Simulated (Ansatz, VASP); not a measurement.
**Rb: VASP beside Ansatz**

INCAR

```
PREC = Accurate ; ENCUT = 520
EDIFF = 1E-7 ; ISMEAR = -1
SIGMA = 0.1 ; LREAL = F
LASPH = T ; NELM = 80
ALGO = Normal ; ISIF = 2
LWAVE = F ; LCHARG = F
GGA = PS ; NBANDS = 10
```

KPOINTS

```
regular mesh
0
Gamma
  9 9 9
```

Contents of POSCAR:

```
Rb
1.0
    0.0000000000      3.4707787091      3.4707787091
    3.4707787091      0.0000000000      3.4707787091
    3.4707787091      3.4707787091      0.0000000000
Rb
1
Direct
    0.0000000000      0.0000000000      0.0000000000
```

Input for Ansatz:

```yaml
crystal:
  lattice:
    - [0.0, 3.4707787091, 3.4707787091]
    - [3.4707787091, 0.0, 3.4707787091]
    - [3.4707787091, 3.4707787091, 0.0]
  atoms:
    - { symbol: Rb, position: [0.0, 0.0, 0.0] }
hamiltonian:
  xc: pbesol
  pseudopotentials:
    kind: paw
    azcp:
      Rb: "pseudopotentials/Rb.paw.azcp"
basis:
  ecutwfc: 420
  fft_grid_basis: typed
kpoints:
  mp_grid: { grid: [9, 9, 9], shift: [0, 0, 0] }
magnetization:
  spin_polarized: false
scf:
  occupations: { method: fermi_dirac, width: 0.1 }
  lower_state_search: "off"
output:
  stress: true
```

Alike in both runs: task single point; functional PBEsol; k mesh 9 × 9 × 9; occupations fermi-dirac, width 0.1 eV; no spin polarisation.

|  | VASP | Ansatz |
| --- | --- | --- |
| version | VASP 6.6.1 | Ansatz 0.2.0 |
| potentials or method | VASP PAW PBE potentials, release 64 (Rb_sv), cutoff 520 eV | plane waves (420 eV) with PAW, scalar-relativistic |
| valence electrons in the cell | 9 | 9 |

|  | VASP | Ansatz | Ansatz less VASP |
| --- | --- | --- | --- |
| pressure (GPa) | 0.1 | 0.1 | 0.00 |

VASP's potentials were made for PBE, not for PBEsol, and Ansatz warns of the same on its side. With one functional, cell and mesh, what is left measures potentials, basis and numerics.
